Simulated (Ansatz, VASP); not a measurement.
# Al3Os in VASP and in Ansatz

```
Al Os
1.0
     3.87017    0.00000    0.00000
     0.00000    3.87017    0.00000
     0.00000    0.00000    3.86960
Al Os
3 1
Direct
  0.00000 0.50000 0.50000
  0.50000 0.00000 0.50000
  0.50000 0.50000 0.00000
  0.00000 0.00000 0.00000
```

Alike in both runs: functional PBE; k mesh 4 × 4 × 4; occupations gaussian, width 0.1 eV; no spin polarisation.

Ansatz relaxed the structure, and its values are those at the end. VASP's run is a single point on that final structure, the one shown.

|  | VASP | Ansatz |
| --- | --- | --- |
| version | VASP 6.6.1 | Ansatz 0.2.0 |
| potentials or method | VASP PAW PBE potentials, release 64 (Al, Os), cutoff 520 eV | scalar-relativistic, plane waves, PAW |
| valence electrons in the cell | 17 | 25 |

VASP gave:

* gap on the k mesh at the Fermi level (eV): none
* pressure (GPa): 0.0

Q: Estimate Ansatz's values.

A: gap on the k mesh at the Fermi level (eV): none; pressure (GPa): -0.1.

A gap of «none» marks a metal or a gap that the smearing closes. VASP's potentials hold 17 valence electrons a cell and Ansatz's 25, so a difference there can come from the potentials and not from the codes.

The k mesh is coarse, so the values compare programs but aren't converged. Spin-orbit coupling is off throughout.
